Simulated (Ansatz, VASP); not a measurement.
## One calculation of Al2Cu, two programs

INCAR

```
SYSTEM = Al2Cu
PREC = Accurate ; ENCUT = 520
EDIFF = 1E-7 ; ISMEAR = 0
SIGMA = 0.1 ; LREAL = .False.
LASPH = .True. ; NELM = 80
ALGO = Normal ; ISIF = 2
LWAVE = .False. ; LCHARG = .False.
GGA = PS ; NBANDS = 26
```

The input KPOINTS:

```
regular mesh
0
Gamma
  6 6 6
  0 0 0
```

POSCAR

```
Al2Cu
1.0
   -2.9988978300      2.9988978300      2.3927372900
    2.9988978300     -2.9988978300      2.3927372900
    2.9988978300      2.9988978300     -2.3927372900
Al Cu
4 2
Direct
    0.3413930800      0.1586069200      0.5000000000
    0.1586069200      0.6586069200      0.8172138400
    0.8413930800      0.3413930800      0.1827861600
    0.6586069200      0.8413930800      0.5000000000
    0.7500000000      0.7500000000      0.0000000000
    0.2500000000      0.2500000000      0.0000000000
```

Input for Ansatz:

```yaml
crystal:
  lattice:
    - [-2.99889783, 2.99889783, 2.39273729]
    - [2.99889783, -2.99889783, 2.39273729]
    - [2.99889783, 2.99889783, -2.39273729]
  atoms:
    - { symbol: Al, position: [0.34139308, 0.15860692, 0.5] }
    - { symbol: Al, position: [0.15860692, 0.65860692, 0.81721384] }
    - { symbol: Al, position: [0.84139308, 0.34139308, 0.18278616] }
    - { symbol: Al, position: [0.65860692, 0.84139308, 0.5] }
    - { symbol: Cu, position: [0.75, 0.75, 0.0] }
    - { symbol: Cu, position: [0.25, 0.25, 0.0] }
basis:
  ecutwfc: 420
kpoints:
  mp_grid: { grid: [6, 6, 6] }
hamiltonian:
  xc: pbesol
  pseudopotentials: { kind: paw, azcp: { folder: soft_1 } }
scf:
  occupations: { method: gaussian, width: 0.1 }
output:
  forces: true
  stress: true
  eigenvalues: true
```

Alike in both runs: task single point; functional PBEsol; k mesh 6 × 6 × 6; occupations gaussian, width 0.1 eV; no spin polarisation.

|  | VASP | Ansatz |
| --- | --- | --- |
| version | VASP 6.6.1 | Ansatz 0.2.0 |
| potentials or method | VASP PAW PBE potentials, release 64 (Al, Cu), cutoff 520 eV | scalar-relativistic, plane waves, PAW |
| valence electrons in the cell | 34 | 50 |

|  | VASP | Ansatz | Ansatz less VASP |
| --- | --- | --- | --- |
| gap on the k mesh at the Fermi level (eV) | none | none | - |
| pressure (GPa) | 1.1 | 0.8 | -0.23 |
| traceless stress, the component that is largest in VASP (GPa) | 2.26 | 2.31 | +0.055 |
| rms of the force components (eV/Å) | 0.009 | 0.010 | +0.0013 |

VASP's potentials were made for PBE, not for PBEsol, and Ansatz warns of the same on its side. Atom by atom the forces differ by 0.001 eV/Å (rms over components). A gap of «none» marks a metal or a gap that the smearing closes. VASP's potentials hold 34 valence electrons a cell and Ansatz's 50, so a difference there can come from the potentials and not from the codes.
